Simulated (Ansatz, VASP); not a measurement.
**Sn2Ir: VASP beside Ansatz**

```
CELL_PARAMETERS angstrom
0.06338 3.20069 3.20069
3.20069 0.06338 3.20069
3.20069 3.20069 0.06338
ATOMIC_POSITIONS crystal
Sn 0.25000 0.25000 0.25000
Sn 0.75000 0.75000 0.75000
Ir 0.00000 0.00000 0.00000
```

Change from the starting cell: equal xy, yz and zx shear strains of +2 %, PAW files.

Alike in both runs: task electric field gradients; functional LDA; k mesh 10 × 10 × 10; occupations fermi-dirac, width 0.03 eV; no spin polarisation.

|  | VASP | Ansatz |
| --- | --- | --- |
| version | VASP 6.6.1 | Ansatz 0.2.0 |
| potentials or method | VASP PAW LDA potentials, release 64 (Sn_d, Ir) | PAW with Ansatz's default frozen-core files, scalar-relativistic |
| plane-wave cutoff (eV) | 400 | 420 |
| valence electrons in the cell | 37 | 45 |

```tsv
	VASP	Ansatz	Ansatz less VASP
pressure (GPa)	-1.6	-2.0	-0.34
traceless stress, the component that is largest in VASP (GPa)	-0.98	-0.94	+0.037
rms of the force components (eV/Å)	0.105	0.103	-0.0023
size of Vzz on the site where it differs most (V/Å²)	32.8	18.8	-13.98
```

LDA's correlation is that of Perdew and Zunger in VASP and of Perdew and Wang (1992) in Ansatz. Atom by atom the forces differ by 0.002 eV/Å (rms over components). VASP's potentials hold 37 valence electrons a cell and Ansatz's 45, so a difference there can come from the potentials and not from the codes.

Neither program's run includes spin-orbit coupling.
